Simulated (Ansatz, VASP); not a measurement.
## Ir in VASP and in Ansatz

INCAR

```
SYSTEM = Ir
ALGO = Normal ; EDIFF = 1E-7
EDIFFG = -0.002 ; ENCUT = 500
GGA = PS ; GGA_COMPAT = .FALSE.
IBRION = 2 ; ISIF = 3
ISMEAR = 0 ; LASPH = .TRUE.
LCHARG = .FALSE. ; LREAL = .FALSE.
LWAVE = .FALSE. ; NELM = 120
NELMIN = 4 ; NSW = 100
PREC = Accurate ; SIGMA = 0.1
```

File KPOINTS:

```
k-points
0
G
  18 18 18
  0 0 0
```

Contents of POSCAR:

```
Ir
1.0
    0.0000000000      1.9269646700      1.9269646700
    1.9269646700      0.0000000000      1.9269646700
    1.9269646700      1.9269646700      0.0000000000
Ir
1
Direct
    0.0000000000      0.0000000000      0.0000000000
```

Input for Ansatz:

```yaml
crystal:
  lattice:
    - [0.0, 1.92696467, 1.92696467]
    - [1.92696467, 0.0, 1.92696467]
    - [1.92696467, 1.92696467, 0.0]
  atoms:
    - { symbol: Ir, position: [0.0, 0.0, 0.0] }
basis:
  ecutwfc: 420
kpoints:
  mp_grid: { grid: [18, 18, 18] }
hamiltonian:
  xc: pbesol
  pseudopotentials: { kind: paw, azcp: { folder: soft_1 } }
scf:
  occupations: { method: gaussian, width: 0.1 }
output:
  forces: true
  stress: true
  eigenvalues: true
relax:
  adjacent_minimum: "off"
  f_tol: 0.002
  max_steps: 80
  cell: { stress_tol: 0.02 }
```

Alike in both runs: task relaxation of cell and atoms; functional PBEsol; k mesh 18 × 18 × 18; occupations gaussian, width 0.1 eV; no spin polarisation.

|  | VASP | Ansatz |
| --- | --- | --- |
| version | VASP 6.6.1 | Ansatz 0.2.0 |
| potentials or method | VASP PAW PBE potentials, release 64 (Ir), cutoff 500 eV | scalar-relativistic, plane waves, PAW |
| valence electrons in the cell | 9 | 17 |

```csv
,VASP,Ansatz,Ansatz less VASP
"gap on the k mesh at the Fermi level, each at its own relaxed structure (eV)",none,none,-
relaxed volume (Å³/atom),14.08,14.05,-0.038
relaxed cell length with the largest relative difference (Å),2.711,2.708,-0.0024
```

VASP's potentials were made for PBE, not for PBEsol, and Ansatz warns of the same on its side. A gap of «none» marks a metal or a gap that the smearing closes. VASP's potentials hold 9 valence electrons a cell and Ansatz's 17, so a difference there can come from the potentials and not from the codes.

Neither program's run includes spin-orbit coupling.
